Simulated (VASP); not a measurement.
# W8C8O: single point with PBEsol

W8C8O, a slab with vacuum:

```xyz
17
Lattice="5.7964 0.0000 0.0000 -2.8982 5.0198 0.0000 0.0000 0.0000 16.2471" Properties=species:S:1:pos:R:3 pbc="T T T"
W     0.0000    0.0000    1.0000
W    -0.0054   -0.0308    3.8010
W    -1.4491    2.5099    1.0000
W    -1.4450    2.4970    3.8594
W     2.8982    0.0000    1.0000
W     2.9260   -0.0250    3.8221
W     1.4491    2.5099    1.0000
W     1.4630    2.5073    3.8134
C     1.4520    0.8310    2.3342
C     1.3924    0.8215    5.1931
C     0.0093    3.3513    2.3083
C     0.0329    3.2903    4.9430
C     4.3420    0.8212    2.3032
C     4.4097    0.8165    4.9362
C     2.8819    3.3482    2.2967
C     2.8856    3.3415    4.9374
O    -0.9331    5.4611    6.1791
```

```json
{
 "Program": "VASP 6.6.1",
 "Task": "single point",
 "Functional": "PBEsol",
 "Potentials or basis": "VASP PAW PBE potentials, release 64 (W_sv, C, O)",
 "Cutoff": "520 eV",
 "k mesh": "3 × 3 × 1",
 "Occupations": "gaussian, width 0.05 eV",
 "Spin": "no spin polarisation"
}
```

```
Largest force          : 0.714 eV/Å
Band gap on the k mesh : zero (bands 75 and 76 overlap by 0.51 eV)
```

Forces on the atoms (eV/Å):
```
W    0.134  0.078 -0.277
W    0.034  0.022  0.003
W   -0.013 -0.017  0.134
W   -0.007 -0.003 -0.045
W   -0.057 -0.028  0.032
W   -0.031 -0.008 -0.034
W   -0.076 -0.237 -0.185
W    0.003 -0.039 -0.048
C   -0.004 -0.007  0.006
C   -0.295  0.278 -0.505
C   -0.006 -0.003 -0.019
C    0.031 -0.043  0.058
C    0.005 -0.003  0.009
C   -0.071 -0.011  0.141
C    0.006  0.009 -0.003
C   -0.008 -0.011  0.112
O    0.354  0.023  0.620
```

Levels at points of the mesh, in eV from the Fermi level:
```
           k point  band 73  band 74  band 75  band 76  band 77  band 78
(0.00, 0.00, 0.00)     0.21     0.44     0.45     0.46     0.64     1.30
```

Wall time 7.6 min on 1 thread of Intel(R) Xeon(R) 6975P-C (Granite Rapids) (shared host), peak memory 0.65 GiB.

Caveat: the k points lie up to 0.42 Å⁻¹ apart, too coarse for converged energies and pressures of a metal; there is no dipole correction, which matters where the two faces differ; the PAW data sets were made with another functional, which shifts forces and pressure a little; spin-orbit coupling is left out, which moves the levels of the heavy elements.
